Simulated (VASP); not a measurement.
# BAs (R-3m) in VASP: single point with PBE

Aim: the single point of BAs with PBE.

All numbers are computed with VASP 6.6.1; they aren't measurements. Logs are shortened: lines on timing, memory, paths and dates and some standing lists are left out, and cuts for length are marked.

### 1 The cell of the first run

The structure is trigonal, space group R-3m (No. 166). Conventional cell: a = 3.006 Å, b = 3.006 Å, c = 20.372 Å, α = 90.00°, β = 90.00°, γ = 120.00°. Within 2.3 Å of B (site symmetry 3m) lie 3 B at 1.74 Å. Within 3.4 Å of As (site symmetry 3m) lie 6 B at 2.62 to 2.64 Å and 9 As at 3.01 to 3.34 Å.

### 2 Single point, PBE

File INCAR:

```
  PREC = Accurate
  ENCUT = 520
  EDIFF = 1E-6
  ISMEAR = 0
  SIGMA = 0.1
  LREAL = False
  LASPH = True
  NELM = 60
  ALGO = Normal
  ISIF = 2
  LWAVE = False
  LCHARG = False
  GGA = PE
  NBANDS = 16
```

File KPOINTS:

```
regular mesh
0
Gamma
  18 18 18
```

File POSCAR:

```
BAs
1.0
    1.5029017647      0.8677007385      6.7907489576
   -1.5029017647      0.8677007385      6.7907489576
    0.0000000000     -1.7354014769      6.7907489577
B As
2 2
Direct
    0.1673241107      0.1673241107      0.1673241107
    0.8326758893      0.8326758893      0.8326758893
    0.4032989190      0.4032989190      0.4032989190
    0.5967010810      0.5967010810      0.5967010810
```

Potentials or basis: VASP PAW PBE potentials, release 64 (B, As).

Run with:

```bash
> cat potpaw_PBE.64/B/POTCAR potpaw_PBE.64/As/POTCAR > POTCAR
> mpirun -np 1 vasp_std > vasp.out
```

OUTCAR:

```text
PREC = Accurate
   ENCUT = 520
   EDIFF = 1E-6
   ISMEAR = 0
   LREAL = False
   LASPH = True
   NELM = 60
   ISIF = 2
   GGA = PE

 ion  position               nearest neighbor table
   1  0.167  0.167  0.167-   2 1.74   2 1.74   2 1.74
   2  0.833  0.833  0.833-   1 1.74   1 1.74   1 1.74
   3  0.403  0.403  0.403-
   4  0.597  0.597  0.597-

  LATTYP: Found a trigonal (rhomboedric) cell.
 ALAT       =     7.0089863526
 COS(alpha) =     0.9080438551

  Lattice vectors:

 A1 = (   1.5029017647,   0.8677007385,   6.7907489576)
 A2 = (  -1.5029017647,   0.8677007385,   6.7907489576)
 A3 = (   0.0000000000,  -1.7354014769,   6.7907489577)

Analysis of symmetry for initial positions (statically):
=====================================================================
 Subroutine PRICEL returns:
 Original cell was already a primitive cell.

 Routine SETGRP: Setting up the symmetry group for a
 trigonal (rhombohedral) supercell.

 Subroutine GETGRP returns: Found 12 space group operations
 (whereof 12 operations were pure point group operations)
 out of a pool of 12 trial point group operations.

The static configuration has the point symmetry D_3d.

Analysis of symmetry for dynamics (positions and initial velocities):
=====================================================================
 Subroutine PRICEL returns:
 Original cell was already a primitive cell.

 Routine SETGRP: Setting up the symmetry group for a
 trigonal (rhombohedral) supercell.

 Subroutine GETGRP returns: Found 12 space group operations
 (whereof 12 operations were pure point group operations)
 out of a pool of 12 trial point group operations.

The dynamic configuration has the point symmetry D_3d.

 Subroutine INISYM returns: Found 12 space group operations
 (whereof 12 operations are pure point group operations),
 and found     1 'primitive' translations

----------------------------------------------------------------------------------------

                                     Primitive cell

  volume of cell :      53.1336

  direct lattice vectors                    reciprocal lattice vectors
     1.502901765  0.867700738  6.790748958     0.332689742  0.192078512  0.049086387
    -1.502901765  0.867700738  6.790748958    -0.332689742  0.192078512  0.049086387
     0.000000000 -1.735401477  6.790748958     0.000000000 -0.384157024  0.049086387

  length of vectors
     7.008986353  7.008986353  7.008986353     0.387280380  0.387280380  0.387280380

  position of ions in fractional coordinates (direct lattice)
     0.167324111  0.167324111  0.167324111
     0.832675889  0.832675889  0.832675889
     0.403298919  0.403298919  0.403298919
     0.596701081  0.596701081  0.596701081

  ion indices of the primitive-cell ions
   primitive index   ion index
                 1           1
                 2           2
                 3           3
                 4           4

----------------------------------------------------------------------------------------

 KPOINTS: regular mesh

Automatic generation of k-mesh.
 Grid dimensions read from file:
 generate k-points for:   18   18   18

 Generating k-lattice:

  Cartesian coordinates                     Fractional coordinates (reciprocal lattice)
     0.018482763  0.010671028  0.002727022     0.055555556  0.000000000 -0.000000000
    -0.018482763  0.010671028  0.002727022     0.000000000  0.055555556 -0.000000000
     0.000000000 -0.021342057  0.002727022     0.000000000  0.000000000  0.055555556

  Length of vectors
     0.021515577  0.021515577  0.021515577

  Shift w.r.t. Gamma in fractional coordinates (k-lattice)
     0.000000000  0.000000000  0.000000000

 Subroutine IBZKPT returns following result:
 ===========================================

 Found    580 irreducible k-points:

 Following reciprocal coordinates:
            Coordinates               Weight
  0.000000  0.000000  0.000000      1.000000
  0.055556  0.000000  0.000000      6.000000
  0.111111  0.000000  0.000000      6.000000
  0.166667  0.000000  0.000000      6.000000
  0.222222 -0.000000  0.000000      6.000000
  0.277778  0.000000  0.000000      6.000000
[... 16 lines left out ...]
 -0.277778  0.055556  0.000000     12.000000
 -0.222222  0.055556  0.000000     12.000000
 [... further k-points ...]
   k-points           NKPTS =    580   k-points in BZ     NKDIM =    580   number of bands    NBANDS=     16
   number of dos      NEDOS =    301   number of ions     NIONS =      4
   total plane-waves  NPLWV = 157464
   dimension x,y,z NGX =    54 NGY =   54 NGZ =   54
   dimension x,y,z NGXF=   108 NGYF=  108 NGZF=  108
   ions per type =               2   2
   NGX,Y,Z   is equivalent  to a cutoff of  12.81, 12.81, 12.81 a.u.
   NGXF,Y,Z  is equivalent  to a cutoff of  25.62, 25.62, 25.62 a.u.
 SYSTEM =  unknown system
   PREC   = accura    normal or accurate (medium, high low for compatibility)
   ISTART =      0    job   : 0-new  1-cont  2-samecut
   ICHARG =      2    charge: 1-file 2-atom 10-const
   ISPIN  =      1    spin polarized calculation?
   LNONCOLLINEAR =      F non collinear calculations
   LSORBIT =      F    spin-orbit coupling
   LASPH  =      T    aspherical Exc in radial PAW
   ENCUT  =  520.0 eV  38.22 Ry    6.18 a.u.  13.03 13.03 13.03*2*pi/ulx,y,z
   NELM   =     60;   NELMIN=  2; NELMDL= -5     # of ELM steps
   EDIFF  = 0.1E-05   stopping-criterion for ELM
   LREAL  =      F    real-space projection
   EDIFFG = 0.1E-04   stopping-criterion for IOM
   NSW    =      0    number of steps for IOM
   IBRION =     -1    ionic relax: 0-MD 1-quasi-New 2-CG
   NFREE  =      0    steps in history (QN), initial steepest desc. (CG)
   ISIF   =      2    stress and relaxation
   ISYM   =      2    0-nonsym 1-usesym 2-fastsym
   POTIM  = 0.5000    time-step for ionic-motion
   TEBEG  =    0.0;   TEEND  =   0.0 temperature during run
   PSTRESS=    0.0 pullay stress
   NELECT =      16.0000    total number of electrons
   NUPDOWN=      -1.0000    fix difference up-down
   EMIN   =  10.00;   EMAX   =-10.00  energy-range for DOS
   EFERMI =   0.00;   METHOD = LEGACY
   ISMEAR =     0;   SIGMA  =   0.10  broadening in eV -4-tet -1-fermi 0-gaus
   EFERMI_NEDOS =   21; number of points for ismear=-14 and -15
   IALGO  =     38    algorithm
   IMIX   =      4    mixing-type and parameters
     AMIX     =   0.40;   BMIX     =  1.00
     AMIX_MAG =   1.60;   BMIX_MAG =  1.00
  volume/ion in A,a.u.               =      13.28        89.64
  Fermi-wavevector in a.u.,A,eV,Ry     =   1.097299  2.073594 16.382301  1.204065
  Thomas-Fermi vector in A             =   2.233657
   LORBIT       =      0    0 simple, 1 ext, 2 COOP (PROOUT), +10 PAW based schemes
   GGA     = PE    functional components
   LHFCALC =     F    Hartree Fock is set to
   AEXX    =    0.0000 exact exchange contribution
   IVDW    =     0    specifies the selected vdW correction
   LEPSILON=     F    determine dielectric tensor
   LRPA    =     F    only Hartree local field effects (RPA)
 non-spin polarized calculation
 Gauss-broadening in eV      SIGMA  =   0.10
  energy-cutoff  :      520.00
  volume of cell :       53.13
 maximum number of plane-waves:      1457
 NGX is ok and might be reduce to    54
   NGX = 27   NGY = 27   NGZ = 27

 number of electron      15.9999999 magnetization

 Free energy of the ion-electron system (eV)
  ---------------------------------------------------
  ext. energy  EPLUGINS =         0.00000000
  ---------------------------------------------------
  free energy    TOTEN  =       -20.11538035 eV

  energy without entropy =      -20.10800066  energy(sigma->0) =      -20.11169051

 E-fermi :   6.4146     XC(G=0): -11.0045

 val. band max:        6.4139550065   @ k =   0.4444   0.3889   0.2222
 cond. band min:       6.4244341456   @ k =  -0.2222  -0.3333   0.1667
 fundamental gap:      0.0104791391
 Fermi energy:         6.4145895630

 k-point     1 :       0.0000    0.0000    0.0000
  band No.  band energies     occupation
      1      -8.9281      2.00000
      2      -6.9907      2.00000
      3      -4.1680      2.00000
      4       2.7564      2.00000
      5       5.1465      2.00000
      6       6.5886      0.01384
[... 8 lines left out ...]
     15      15.2674      0.00000
     16      15.7501      0.00000

 k-point     2 :       0.0556    0.0000    0.0000
  band No.  band energies     occupation
      1      -8.8660      2.00000
      2      -6.9307      2.00000
      3      -4.1074      2.00000
      4       2.7938      2.00000
      5       5.1995      2.00000
      6       6.2729      1.95493
[... 8 lines left out ...]
     15      15.0519      0.00000
     16      15.8266      0.00000

 k-point     3 :       0.1111    0.0000    0.0000
  band No.  band energies     occupation
      1      -8.6802      2.00000
      2      -6.7513      2.00000
      3      -3.9266      2.00000
      4       2.9030      2.00000
      5       5.1851      2.00000
      6       5.6074      2.00000
[... 8 lines left out ...]
     15      15.2373      0.00000
     16      16.1356      0.00000

 k-point     4 :       0.1667    0.0000    0.0000
  band No.  band energies     occupation
      1      -8.3719      2.00000
      2      -6.4543      2.00000
      3      -3.6289      2.00000
      4       3.0651      2.00000
      5       4.1633      2.00000
      6       5.4145      2.00000
[... 8 lines left out ...]
     15      15.7548      0.00000
     16      16.4950      0.00000
[... 324 lines left out ...]
 k-point    22 :      -0.3333    0.0556    0.0000
  band No.  band energies     occupation
      1      -6.3576      2.00000
      2      -4.5132      2.00000
      3      -1.9921      2.00000
      4      -0.1948      2.00000
      5       1.8326      2.00000
      6       3.5074      2.00000
[... 8 lines left out ...]
     15      15.2405      0.00000
     16      16.2794      0.00000

 k-point    23 :      -0.2778    0.0556    0.0000
  band No.  band energies     occupation
      1      -7.0524      2.00000
      2      -5.1524      2.00000
      3      -2.4692      2.00000
      4       0.9108      2.00000
      5       2.8654      2.00000
      6       3.8440      2.00000
[... 8 lines left out ...]
     15      15.6295      0.00000
     16      16.7863      0.00000

 k-point    24 :      -0.2222    0.0556    0.0000
  band No.  band energies     occupation
      1      -7.6488      2.00000
      2      -5.7213      2.00000
      3      -2.9891      2.00000
      4       2.1959      2.00000
      5       3.3890      2.00000
      6       4.2691      2.00000
[... 8 lines left out ...]
     15      15.8530      0.00000
     16      16.6870      0.00000

 [... further k-points ...]

------------------------ aborting loop because EDIFF is reached ----------------------------------------

  FORCE on cell =-STRESS in cart. coord.  units (eV):
  Direction    XX          YY          ZZ          XY          YZ          ZX
  --------------------------------------------------------------------------------------
  -------------------------------------------------------------------------------------
  Total        0.0235943      0.0235943      0.0295072      0.0000000     -0.0000000     -0.0000000
  in kB        0.7114564      0.7114564      0.8897516      0.0000000     -0.0000000     -0.0000000
  external PRESSURE =       0.7708881 kB  Pullay stress =       0.0000000 kB

 VOLUME and BASIS-vectors are now :
 -----------------------------------------------------------------------------
  energy-cutoff  :      520.00
  volume of cell :       53.13
      direct lattice vectors                 reciprocal lattice vectors
     1.502901765  0.867700738  6.790748958     0.332689742  0.192078512  0.049086387
    -1.502901765  0.867700738  6.790748958    -0.332689742  0.192078512  0.049086387
     0.000000000 -1.735401477  6.790748958     0.000000000 -0.384157024  0.049086387

 POSITION                                       TOTAL-FORCE (eV/Angst)
 -----------------------------------------------------------------------------------
      0.00000      0.00000      3.40877         0.000000     -0.000000     -0.000284
      0.00000      0.00000     16.96348         0.000000      0.000000      0.000284
      0.00000      0.00000      8.21611         0.000000     -0.000000     -0.010076
      0.00000      0.00000     12.15614         0.000000      0.000000      0.010076
 -----------------------------------------------------------------------------------
    total drift:                                0.000000     -0.000000      0.000000

  FREE ENERGIE OF THE ION-ELECTRON SYSTEM (eV)
  ---------------------------------------------------
  free  energy   TOTEN  =       -20.1153803499 eV

  energy  without entropy=      -20.1080006626  energy(sigma->0) =      -20.11169051
```

Wall time 25 min (1 thread of Intel Xeon Platinum 8375C at 2.90GHz (Ice Lake), shared host); peak memory 0.73 GiB.

What came out:

```yaml
Free_energy: -20.1154 eV
Pressure: 0.1 GPa
Largest_force: 0.010 eV/Å
Band_gap_on_the_k_mesh: zero (bands 8 and 9 overlap by 5.75 eV)
```

Forces in eV/Å, atoms in the order of the input:
```
B    0.000  0.000  0.000
B    0.000  0.000  0.000
As   0.000  0.000 -0.010
As   0.000  0.000  0.010
```

Levels at points of the mesh, in eV from the Fermi level:
```csv
k point,band 6,band 7,band 8,band 9,band 10,band 11
"(0.00, 0.00, 0.00)",0.17,0.17,3.80,3.80,4.45,4.45
"(0.50, 0.00, 0.00)",-3.91,-2.88,-0.15,0.58,1.35,2.55
"(0.50, 0.50, 0.00)",-3.36,-2.91,-1.29,0.42,2.09,2.51
"(0.50, 0.50, 0.50)",0.17,3.08,3.58,3.58,3.69,4.82
```
